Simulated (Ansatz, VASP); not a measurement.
Si2Ge2Ir in VASP and in Ansatz

```xyz
10
Lattice="5.7674 0.0000 0.0000 0.0000 5.7674 0.0000 0.0000 0.0000 5.0816" Properties=species:S:1:pos:R:3 pbc="T T T"
Si    3.7394    4.9116    1.2764
Si    0.8558    3.7394    1.2764
Si    2.0279    0.8558    1.2764
Si    4.9116    2.0279    1.2764
Ge    4.2823    4.3688    3.6438
Ge    1.4851    1.3986    3.6438
Ge    4.3688    1.4851    3.6438
Ge    1.3986    4.2823    3.6438
Ir    0.0000    0.0000    0.1705
Ir    2.8837    2.8837    0.1705
```

Alike in both runs: functional PBE; k mesh 3 × 3 × 3; occupations gaussian, width 0.2 eV; no spin polarisation.

Ansatz relaxed the structure, and its values are those at the end. VASP's run is a single point on that final structure, the one shown.

|  | VASP | Ansatz |
| --- | --- | --- |
| version | VASP 6.6.1 | Ansatz 0.2.0 |
| potentials or method | VASP PAW PBE potentials, release 64 (Si, Ge_d, Ir), cutoff 500 eV | scalar-relativistic, plane waves, PAW |
| valence electrons in the cell | 90 | 106 |

|  | VASP | Ansatz | Ansatz less VASP |
| --- | --- | --- | --- |
| gap on the k mesh at the Fermi level (eV) | none | none | - |
| pressure (GPa) | 0.1 | 0.1 | -0.04 |
| rms of the force components (eV/Å) | 0.026 | 0.017 | -0.0088 |

A gap of «none» marks a metal or a gap that the smearing closes. VASP's potentials hold 90 valence electrons a cell and Ansatz's 106, so a difference there can come from the potentials and not from the codes.

The k mesh is coarse, so the values compare programs but aren't converged. Neither program's run includes spin-orbit coupling.
